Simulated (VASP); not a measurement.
# CdSe in VASP: further runs

The runs below take CdSe through single point, with PBE.

Program: VASP 6.6.1. These are calculated values, not measurements. Logs are shortened: lines on timing, memory, paths and dates and some standing lists are left out, and cuts for length are marked.

**1. The cell of the first run**

It takes space group F-43m (No. 216, cubic). Conventional cell: a = 5.834 Å, b = 5.834 Å, c = 5.834 Å, α = 90.00°, β = 90.00°, γ = 90.00°. Within 3.3 Å of Cd (site symmetry -43m) lie 4 Se at 2.53 Å. Se (site symmetry -43m) has 4 Cd at 2.53 Å within 3.3 Å.

**2. Single point, PBE (strain -0.050 along x and y, -0.050 along z)**

Input file INCAR:

```
SYSTEM = CdSe
PREC = Accurate ; ENCUT = 520
EDIFF = 1E-6 ; ISMEAR = 0
SIGMA = 0.05 ; LREAL = .FALSE.
LASPH = .TRUE. ; NELM = 80
ALGO = Normal ; ISIF = 2
LWAVE = .FALSE. ; LCHARG = .FALSE.
GGA = PE ; NBANDS = 16
```

Input file KPOINTS:

```
regular mesh
0
G
  10 10 10
  0 0 0
```

Input file POSCAR:

```
CdSe
1.0
    0.0000000000      2.9167576387      2.9167576387
    2.9167576387      0.0000000000      2.9167576387
    2.9167576387      2.9167576387      0.0000000000
Cd Se
1 1
Direct
    0.0000000000      0.0000000000      0.0000000000
    0.7500000000      0.7500000000      0.7500000000
```

Potentials or basis: VASP PAW PBE potentials, release 64 (Cd, Se).

The run is started by

```console
$ cat potpaw_PBE.64/Cd/POTCAR potpaw_PBE.64/Se/POTCAR > POTCAR
$ mpirun -np 1 vasp_std > vasp.out
```

OUTCAR:

```text
SYSTEM = CdSe
   PREC = Accurate
   ENCUT = 520
   EDIFF = 1E-6
   ISMEAR = 0
   LREAL = .FALSE.
   LASPH = .TRUE.
   NELM = 80
   ISIF = 2
   GGA = PE

 ion  position               nearest neighbor table
   1  0.000  0.000  0.000-   2 2.53   2 2.53   2 2.53   2 2.53
   2  0.750  0.750  0.750-   1 2.53   1 2.53   1 2.53   1 2.53

  LATTYP: Found a face centered cubic cell.
 ALAT       =     5.8335152774

  Lattice vectors:

 A1 = (   0.0000000000,   2.9167576387,   2.9167576387)
 A2 = (   2.9167576387,   0.0000000000,   2.9167576387)
 A3 = (   2.9167576387,   2.9167576387,   0.0000000000)

Analysis of symmetry for initial positions (statically):
=====================================================================
 Subroutine PRICEL returns:
 Original cell was already a primitive cell.

 Routine SETGRP: Setting up the symmetry group for a
 face centered cubic supercell.

 Subroutine GETGRP returns: Found 24 space group operations
 (whereof 24 operations were pure point group operations)
 out of a pool of 48 trial point group operations.

The static configuration has the point symmetry T_d .

Analysis of symmetry for dynamics (positions and initial velocities):
=====================================================================
 Subroutine PRICEL returns:
 Original cell was already a primitive cell.

 Routine SETGRP: Setting up the symmetry group for a
 face centered cubic supercell.

 Subroutine GETGRP returns: Found 24 space group operations
 (whereof 24 operations were pure point group operations)
 out of a pool of 48 trial point group operations.

The dynamic configuration has the point symmetry T_d .

 Subroutine INISYM returns: Found 24 space group operations
 (whereof 24 operations are pure point group operations),
 and found     1 'primitive' translations

----------------------------------------------------------------------------------------

                                     Primitive cell

  volume of cell :      49.6285

  direct lattice vectors                    reciprocal lattice vectors
     0.000000000  2.916757639  2.916757639    -0.171423225  0.171423225  0.171423225
     2.916757639  0.000000000  2.916757639     0.171423225 -0.171423225  0.171423225
     2.916757639  2.916757639  0.000000000     0.171423225  0.171423225 -0.171423225

  length of vectors
     4.124918211  4.124918211  4.124918211     0.296913735  0.296913735  0.296913735

  position of ions in fractional coordinates (direct lattice)
     0.000000000  0.000000000  0.000000000
     0.750000000  0.750000000  0.750000000

  ion indices of the primitive-cell ions
   primitive index   ion index
                 1           1
                 2           2

----------------------------------------------------------------------------------------

 KPOINTS: regular mesh

Automatic generation of k-mesh.
 Grid dimensions read from file:
 generate k-points for:   10   10   10

 Generating k-lattice:

  Cartesian coordinates                     Fractional coordinates (reciprocal lattice)
    -0.017142322  0.017142322  0.017142322     0.100000000  0.000000000  0.000000000
     0.017142322 -0.017142322  0.017142322     0.000000000  0.100000000  0.000000000
     0.017142322  0.017142322 -0.017142322     0.000000000  0.000000000  0.100000000

  Length of vectors
     0.029691373  0.029691373  0.029691373

  Shift w.r.t. Gamma in fractional coordinates (k-lattice)
     0.000000000  0.000000000  0.000000000

 Subroutine IBZKPT returns following result:
 ===========================================

 Found     47 irreducible k-points:

 Following reciprocal coordinates:
            Coordinates               Weight
  0.000000  0.000000  0.000000      1.000000
  0.100000  0.000000  0.000000      8.000000
  0.200000  0.000000  0.000000      8.000000
  0.300000  0.000000  0.000000      8.000000
  0.400000  0.000000  0.000000      8.000000
  0.500000  0.000000  0.000000      4.000000
[... 16 lines left out ...]
  0.300000  0.300000  0.000000      6.000000
  0.400000  0.300000  0.000000     24.000000
 [... further k-points ...]
   k-points           NKPTS =     47   k-points in BZ     NKDIM =     47   number of bands    NBANDS=     16
   number of dos      NEDOS =    301   number of ions     NIONS =      2
   total plane-waves  NPLWV =  32768
   dimension x,y,z NGX =    32 NGY =   32 NGZ =   32
   dimension x,y,z NGXF=    64 NGYF=   64 NGZF=   64
   ions per type =               1   1
   NGX,Y,Z   is equivalent  to a cutoff of  12.90, 12.90, 12.90 a.u.
   NGXF,Y,Z  is equivalent  to a cutoff of  25.79, 25.79, 25.79 a.u.
 SYSTEM =  CdSe
   PREC   = accura    normal or accurate (medium, high low for compatibility)
   ISTART =      0    job   : 0-new  1-cont  2-samecut
   ICHARG =      2    charge: 1-file 2-atom 10-const
   ISPIN  =      1    spin polarized calculation?
   LNONCOLLINEAR =      F non collinear calculations
   LSORBIT =      F    spin-orbit coupling
   LASPH  =      T    aspherical Exc in radial PAW
   ENCUT  =  520.0 eV  38.22 Ry    6.18 a.u.   7.67  7.67  7.67*2*pi/ulx,y,z
   NELM   =     80;   NELMIN=  2; NELMDL= -5     # of ELM steps
   EDIFF  = 0.1E-05   stopping-criterion for ELM
   LREAL  =      F    real-space projection
   EDIFFG = 0.1E-04   stopping-criterion for IOM
   NSW    =      0    number of steps for IOM
   IBRION =     -1    ionic relax: 0-MD 1-quasi-New 2-CG
   NFREE  =      0    steps in history (QN), initial steepest desc. (CG)
   ISIF   =      2    stress and relaxation
   ISYM   =      2    0-nonsym 1-usesym 2-fastsym
   POTIM  = 0.5000    time-step for ionic-motion
   TEBEG  =    0.0;   TEEND  =   0.0 temperature during run
   PSTRESS=    0.0 pullay stress
   NELECT =      18.0000    total number of electrons
   NUPDOWN=      -1.0000    fix difference up-down
   EMIN   =  10.00;   EMAX   =-10.00  energy-range for DOS
   EFERMI =   0.00;   METHOD = LEGACY
   ISMEAR =     0;   SIGMA  =   0.05  broadening in eV -4-tet -1-fermi 0-gaus
   EFERMI_NEDOS =   21; number of points for ismear=-14 and -15
   IALGO  =     38    algorithm
   IMIX   =      4    mixing-type and parameters
     AMIX     =   0.40;   BMIX     =  1.00
     AMIX_MAG =   1.60;   BMIX_MAG =  1.00
  volume/ion in A,a.u.               =      24.81       167.45
  Fermi-wavevector in a.u.,A,eV,Ry     =   1.167496  2.206247 18.545372  1.363046
  Thomas-Fermi vector in A             =   2.303995
   LORBIT       =      0    0 simple, 1 ext, 2 COOP (PROOUT), +10 PAW based schemes
   GGA     = PE    functional components
   LHFCALC =     F    Hartree Fock is set to
   AEXX    =    0.0000 exact exchange contribution
   IVDW    =     0    specifies the selected vdW correction
   LEPSILON=     F    determine dielectric tensor
   LRPA    =     F    only Hartree local field effects (RPA)
 non-spin polarized calculation
 Gauss-broadening in eV      SIGMA  =   0.05
  energy-cutoff  :      520.00
  volume of cell :       49.63
 maximum number of plane-waves:      1363
   NGX = 15   NGY = 15   NGZ = 15

 number of electron      18.0000006 magnetization

 Free energy of the ion-electron system (eV)
  ---------------------------------------------------
  ext. energy  EPLUGINS =         0.00000000
  ---------------------------------------------------
  free energy    TOTEN  =        -5.15666410 eV

  energy without entropy =       -5.15666410  energy(sigma->0) =       -5.15666410

 E-fermi :   2.3200     XC(G=0):  -9.4710

 val. band max:        2.0334026825   @ k =   0.0000   0.0000   0.0000
 cond. band min:       2.8985615473   @ k =   0.0000   0.0000   0.0000
 fundamental gap:      0.8651588648
 Fermi energy:         2.3199915904

 k-point     1 :       0.0000    0.0000    0.0000
  band No.  band energies     occupation
      1     -11.3588      2.00000
      2      -6.4259      2.00000
      3      -6.4259      2.00000
      4      -6.4259      2.00000
      5      -5.8973      2.00000
      6      -5.8973      2.00000
[... 8 lines left out ...]
     15      13.4108      0.00000
     16      13.4108      0.00000

 k-point     2 :       0.1000    0.0000    0.0000
  band No.  band energies     occupation
      1     -11.3126      2.00000
      2      -6.4102      2.00000
      3      -6.4102      2.00000
      4      -6.3930      2.00000
      5      -5.8986      2.00000
      6      -5.8986      2.00000
[... 8 lines left out ...]
     15      12.6989      0.00000
     16      12.8532      0.00000

 k-point     3 :       0.2000    0.0000    0.0000
  band No.  band energies     occupation
      1     -11.1903      2.00000
      2      -6.3715      2.00000
      3      -6.3715      2.00000
      4      -6.2774      2.00000
      5      -5.8985      2.00000
      6      -5.8985      2.00000
[... 8 lines left out ...]
     15      12.2164      0.00000
     16      12.6332      0.00000

 k-point     4 :       0.3000    0.0000    0.0000
  band No.  band energies     occupation
      1     -11.0369      2.00000
      2      -6.3303      2.00000
      3      -6.3303      2.00000
      4      -6.0441      2.00000
      5      -5.8891      2.00000
      6      -5.8891      2.00000
[... 8 lines left out ...]
     15      12.5391      0.00000
     16      12.5391      0.00000
[... 324 lines left out ...]
 k-point    22 :      -0.2000    0.2000    0.0000
  band No.  band energies     occupation
      1     -10.9853      2.00000
      2      -6.3050      2.00000
      3      -6.2888      2.00000
      4      -6.0383      2.00000
      5      -5.9206      2.00000
      6      -5.8259      2.00000
[... 8 lines left out ...]
     15      13.8324      0.00000
     16      15.0123      0.00000

 k-point    23 :       0.3000    0.3000    0.0000
  band No.  band energies     occupation
      1     -10.9327      2.00000
      2      -6.2123      2.00000
      3      -6.1981      2.00000
      4      -6.1981      2.00000
      5      -5.8611      2.00000
      6      -5.8424      2.00000
[... 8 lines left out ...]
     15      14.0742      0.00000
     16      16.7519      0.00000

 k-point    24 :       0.4000    0.3000    0.0000
  band No.  band energies     occupation
      1     -10.8354      2.00000
      2      -6.2139      2.00000
      3      -6.1512      2.00000
      4      -6.1088      2.00000
      5      -5.8337      2.00000
      6      -5.7064      2.00000
[... 8 lines left out ...]
     15      14.5276      0.00000
     16      16.5133      0.00000

 [... further k-points ...]
[... 5 lines left out ...]
  --------------------------------------------------------------------------------------
  -------------------------------------------------------------------------------------
  Total        4.0066701      4.0066701      4.0066701     -0.0000000      0.0000000      0.0000000
  in kB      129.3490208    129.3490208    129.3490208     -0.0000000      0.0000000      0.0000000
  external PRESSURE =     129.3490208 kB  Pullay stress =       0.0000000 kB

 VOLUME and BASIS-vectors are now :
 -----------------------------------------------------------------------------
  energy-cutoff  :      520.00
  volume of cell :       49.63
      direct lattice vectors                 reciprocal lattice vectors
     0.000000000  2.916757639  2.916757639    -0.171423225  0.171423225  0.171423225
     2.916757639  0.000000000  2.916757639     0.171423225 -0.171423225  0.171423225
     2.916757639  2.916757639  0.000000000     0.171423225  0.171423225 -0.171423225

 POSITION                                       TOTAL-FORCE (eV/Angst)
 -----------------------------------------------------------------------------------
      0.00000      0.00000      0.00000         0.000000      0.000000      0.000000
      4.37514      4.37514      4.37514        -0.000000     -0.000000     -0.000000
 -----------------------------------------------------------------------------------
    total drift:                                0.000000      0.000000      0.000000

  FREE ENERGIE OF THE ION-ELECTRON SYSTEM (eV)
  ---------------------------------------------------
  free  energy   TOTEN  =        -5.1566640989 eV

  energy  without entropy=       -5.1566640989  energy(sigma->0) =       -5.15666410
```

It took 21 s on 1 thread of Intel Xeon 6975P-C, shared host; peak memory 0.19 GiB.

What came out:

- Free energy: -5.1567 eV
- Pressure: 12.9 GPa
- Band gap on the k mesh: 0.87 eV, direct

Caveat: the cell differs from its parent crystal (strain -0.050 along x and y, -0.050 along z).

(Part 1 of 2 ends here.)
